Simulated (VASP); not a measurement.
Wanted: the native input for a VASP 6.6.1 run.

```yaml
Task: single point
Functional: PBEsol
Potentials_or_basis: VASP PAW PBE potentials, release 64 (Nb_sv, Cu, O)
Cutoff: 600 eV
k_mesh: 4 × 4 × 4
Occupations: gaussian, width 0.05 eV
Spin: collinear spin, zero start
Starting_moments: "[0.0, 0.0, 0.0, 0.0, 0.0, 0.0, 0.0, 0.0, 0.0, 0.0, 0.0, 0.0] μB"
Fixed_moment: 0 μB
Hubbard_terms: Nb d U = 2.0 eV
Dipole_correction: no
Further_INCAR_settings: ALGO = Normal; EDIFF = 1e-06; NBANDS = 73
```

The structure of NbCu7O4 lies in POSCAR:

```
NbCu7O4
1.0
    0.0000000000      4.2696000000      4.2696000000
    4.2696000000      0.0000000000      4.2696000000
    4.2696000000      4.2696000000      0.0000000000
Nb Cu O
1 7 4
Direct
    0.1250000000      0.1250000000      0.1250000000
    0.6250000000      0.6250000000      0.6250000000
    0.1250000000      0.1250000000      0.6250000000
    0.6250000000      0.6250000000      0.1250000000
    0.6250000000      0.1250000000      0.1250000000
    0.1250000000      0.6250000000      0.6250000000
    0.1250000000      0.6250000000      0.1250000000
    0.6250000000      0.1250000000      0.6250000000
    0.9913073566      0.9913073566      0.9913073566
    0.5024377478      0.5024377478      0.5024377478
    0.2586926434      0.2586926434      0.2586926434
    0.7475622522      0.7475622522      0.7475622522
```

These files were run (other wordings do the same):

INCAR

```
SYSTEM = NbCu7O4
PREC     = Accurate       ! precision mode
ENCUT    = 600            ! plane-wave cutoff, eV
EDIFF    = 1E-6           ! SCF threshold, eV
ISMEAR   = 0              ! smearing method
SIGMA    = 0.05           ! smearing width, eV
LREAL    = .FALSE.        ! projectors in reciprocal space
LASPH    = .TRUE.         ! aspherical terms in the spheres
NELM     = 200            ! most SCF steps
ALGO     = Normal         ! electronic algorithm
ISIF     = 2              ! what is computed and relaxed
LWAVE    = .FALSE.        ! write WAVECAR
LCHARG   = .FALSE.        ! write CHGCAR
ISPIN    = 2              ! spin polarisation
MAGMOM   = 0 0 0 0 0 0 0 0 0 0 0 0 ! initial moments
LORBIT   = 11             ! projections on sites
NUPDOWN  = 0.0            ! fixed moment
LMAXMIX  = 4              ! l up to which the mixer works
LDAU     = .TRUE.         ! DFT+U
LDAUTYPE = 2            
LDAUL    = 2 -1 -1        ! shell
LDAUU    = 2 0 0          ! U, eV
LDAUJ    = 0 0 0        
LDAUPRINT= 1            
GGA      = PS             ! functional
NBANDS   = 73             ! bands
GGA_COMPAT= .FALSE.
```

KPOINTS

```
Automatic mesh
0
G
  4 4 4
  0 0 0
```

Potentials or basis: VASP PAW PBE potentials, release 64 (Nb_sv, Cu, O).

Launch:

```bash
$ cat potpaw_PBE.64/Nb_sv/POTCAR potpaw_PBE.64/Cu/POTCAR potpaw_PBE.64/O/POTCAR > POTCAR
$ mpirun -np 1 vasp_std > vasp.out
```

It gave:

| Quantity | Value |
| --- | --- |
| Pressure | 1.8 GPa |
| Largest force | 0.203 eV/Å |
| Net moment | 0.00 μB per cell |
| Valence electrons inside the program's atomic spheres | Nb 10.43; Cu 10.03, 10.04, 9.97 (each value once); O 5.08, 4.99 (each value once) |

Caveat: the PAW data sets were made with another functional, which shifts forces and pressure a little; the total moment is fixed, so each spin has its own Fermi level.

Wall time 23 min on 1 thread of Intel Xeon 8259CL (shared host), peak memory 0.57 GiB.
